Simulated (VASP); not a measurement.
# Te (Pmc2_1) in VASP: a series of runs, part 2 of 2

VASP 6.6.1.

### 3 Single point, PBE

This run uses another cell than the first one, of 33.36 Å³/atom.

Input file INCAR:

```
ALGO = Normal
EDIFF = 1E-6
ENCUT = 520
GGA = PE
ISIF = 2
ISMEAR = -1
LASPH = T
LCHARG = F
LREAL = F
LWAVE = F
NBANDS = 20
NELM = 100
PREC = Accurate
SIGMA = 0.05
```

Input file KPOINTS:

```
k-points
0
Gamma
  9 6 3
```

Input file POSCAR:

```
Te
1.0
    3.1307690000      0.0000000000      0.0000000000
    0.0000000000      4.7429080000      0.0000000000
    0.0000000000      0.0000000000      8.9856130000
Te
4
Direct
    0.5000000000      0.0125320000      0.5091860000
    0.5000000000      0.9874680000      0.0091860000
    0.5000000000      0.4547290000      0.2608140000
    0.5000000000      0.5452710000      0.7608140000
```

Potentials or basis: VASP PAW PBE potentials, release 64 (Te).

Started as:

```bash
$ cat potpaw_PBE.64/Te/POTCAR > POTCAR
$ mpirun -np 1 vasp_std > vasp.out
```

OUTCAR:

```text
EDIFF = 1E-6
   ENCUT = 520
   GGA = PE
   ISIF = 2
   ISMEAR = -1
   LASPH = T
   LREAL = F
   NELM = 100
   PREC = Accurate

 ion  position               nearest neighbor table
   1  0.500  0.013  0.509-   3 3.06   4 3.17   4 3.39   3 3.46
   2  0.500  0.987  0.009-   4 3.06   3 3.17   3 3.39   4 3.46
   3  0.500  0.455  0.261-   1 3.06   2 3.17   2 3.39   1 3.46
   4  0.500  0.545  0.761-   2 3.06   1 3.17   1 3.39   2 3.46

  LATTYP: Found a simple orthorhombic cell.
 ALAT       =     3.1307690000
 B/A-ratio  =     1.5149338709
 C/A-ratio  =     2.8700977300

  Lattice vectors:

 A1 = (   3.1307690000,   0.0000000000,   0.0000000000)
 A2 = (   0.0000000000,   4.7429080000,   0.0000000000)
 A3 = (   0.0000000000,   0.0000000000,   8.9856130000)

Analysis of symmetry for initial positions (statically):
=====================================================================
 Subroutine PRICEL returns:
 Original cell was already a primitive cell.

 Routine SETGRP: Setting up the symmetry group for a
 simple orthorhombic supercell.

[... 170 lines left out ...]
  energy without entropy =      -12.38928378  energy(sigma->0) =      -12.39637104

 E-fermi :   6.1647     XC(G=0):  -9.1764

 val. band max:        6.0881650338   @ k =   0.4444   0.3333   0.3333
 cond. band min:       6.2125621244   @ k =   0.4444   0.1667   0.3333
 fundamental gap:      0.1243970906
 Fermi energy:         6.1647358607

 k-point     1 :       0.0000    0.0000    0.0000
  band No.  band energies     occupation
      1      -7.3564      2.00000
      2      -6.1159      2.00000
      3      -5.9817      2.00000
      4      -4.2105      2.00000
      5       1.6795      2.00000
      6       1.8265      2.00000
[... 541 lines left out ...]
     19      11.8205      0.00000
     20      11.9409      0.00000

 [... further k-points ...]

------------------------ aborting loop because EDIFF is reached ----------------------------------------

  FORCE on cell =-STRESS in cart. coord.  units (eV):
  Direction    XX          YY          ZZ          XY          YZ          ZX
  --------------------------------------------------------------------------------------
  -------------------------------------------------------------------------------------
  Total        0.3723378     -0.3873030      0.0846894      0.0000000      0.0000000      0.0000000
  in kB        4.4709955     -4.6506971      1.0169421      0.0000000      0.0000000      0.0000000
  external PRESSURE =       0.2790802 kB  Pullay stress =       0.0000000 kB

 VOLUME and BASIS-vectors are now :
 -----------------------------------------------------------------------------
  energy-cutoff  :      520.00
  volume of cell :      133.43
      direct lattice vectors                 reciprocal lattice vectors
     3.130769000  0.000000000  0.000000000     0.319410343  0.000000000  0.000000000
     0.000000000  4.742908000  0.000000000     0.000000000  0.210841113  0.000000000
     0.000000000  0.000000000  8.985613000     0.000000000  0.000000000  0.111289013

 POSITION                                       TOTAL-FORCE (eV/Angst)
 -----------------------------------------------------------------------------------
      1.56538      0.05944      4.57535         0.000000     -0.018570      0.021935
      1.56538      4.68347      0.08254         0.000000      0.018570      0.021935
      1.56538      2.15674      2.34357         0.000000      0.046730     -0.021935
      1.56538      2.58617      6.83638         0.000000     -0.046730     -0.021935
 -----------------------------------------------------------------------------------
    total drift:                               -0.000000      0.000000     -0.000060

  FREE ENERGIE OF THE ION-ELECTRON SYSTEM (eV)
  ---------------------------------------------------
  free  energy   TOTEN  =       -12.4034583005 eV

  energy  without entropy=      -12.3892837778  energy(sigma->0) =      -12.39637104
```

OSZICAR:

```text
N       E                     dE             d eps       ncg     rms          rms(c)
DAV:   1     0.103637776407E+03    0.10364E+03   -0.88618E+03  1600   0.965E+02
DAV:   2    -0.451297410867E+01   -0.10815E+03   -0.10490E+03  2204   0.145E+02
DAV:   3    -0.122363317733E+02   -0.77234E+01   -0.76520E+01  1980   0.414E+01
DAV:   4    -0.123865903997E+02   -0.15026E+00   -0.15020E+00  1964   0.664E+00
DAV:   5    -0.123900358201E+02   -0.34454E-02   -0.34453E-02  1980   0.104E+00    0.142E+01
DAV:   6    -0.123961964137E+02   -0.61606E-02   -0.10712E-02  1836   0.544E-01    0.881E+00
DAV:   7    -0.124034722262E+02   -0.72758E-02   -0.18915E-02  1792   0.741E-01    0.261E-01
DAV:   8    -0.124033883210E+02    0.83905E-04   -0.21176E-03  1812   0.226E-01    0.142E-01
DAV:   9    -0.124034462138E+02   -0.57893E-04   -0.13235E-04  1932   0.604E-02    0.474E-02
DAV:  10    -0.124034558564E+02   -0.96426E-05   -0.19739E-05  1824   0.229E-02    0.117E-02
DAV:  11    -0.124034579213E+02   -0.20649E-05   -0.38606E-06  1800   0.102E-02    0.430E-03
DAV:  12    -0.124034583005E+02   -0.37921E-06   -0.15969E-07  1100   0.219E-03
   1 F= -.12403458E+02 E0= -.12396371E+02  d E =-.141745E-01
```

stdout:

```text
POSCAR found type information on POSCAR Te
 POSCAR found :  1 types and       4 ions
 scaLAPACK will be used
 LDA part: xc-table for (Slater+PW92), standard interpolation
 POSCAR, INCAR and KPOINTS ok, starting setup
 FFT: planning ... GRIDC
 FFT: planning ... GRID_SOFT
 FFT: planning ... GRID
 WAVECAR not read
 entering main loop
```

Wall time 98 s (1 thread of Intel Xeon 8259CL, shared host); peak memory 0.27 GiB.

What came out:

```
Free energy            : -12.4035 eV
Pressure               : 0.0 GPa
Largest force          : 0.052 eV/Å
Band gap on the k mesh : zero (bands 12 and 13 overlap by 3.49 eV)
```

Forces in eV/Å, atoms in the order of the input:
```
Te   0.000 -0.019  0.022
Te   0.000  0.019  0.022
Te   0.000  0.047 -0.022
Te   0.000 -0.047 -0.022
```

Levels at points of the mesh, in eV from the Fermi level:
| k point | band 8 | band 9 | band 10 | band 11 | band 12 | band 13 | band 14 | band 15 | band 16 | band 17 |
| --- | --- | --- | --- | --- | --- | --- | --- | --- | --- | --- |
| (0.00, 0.00, 0.00) | -2.67 | -2.60 | -2.47 | 0.90 | 1.04 | 1.77 | 2.36 | 2.83 | 2.93 | 4.20 |
| (0.00, 0.50, 0.00) | -2.41 | -2.32 | -2.31 | 2.08 | 2.14 | 2.56 | 2.78 | 3.06 | 3.30 | 6.48 |

Caveat: spin-orbit coupling is left out, which moves the levels of the heavy elements.

The gap in the log of VASP goes by the Fermi energy; the results here count the filled bands.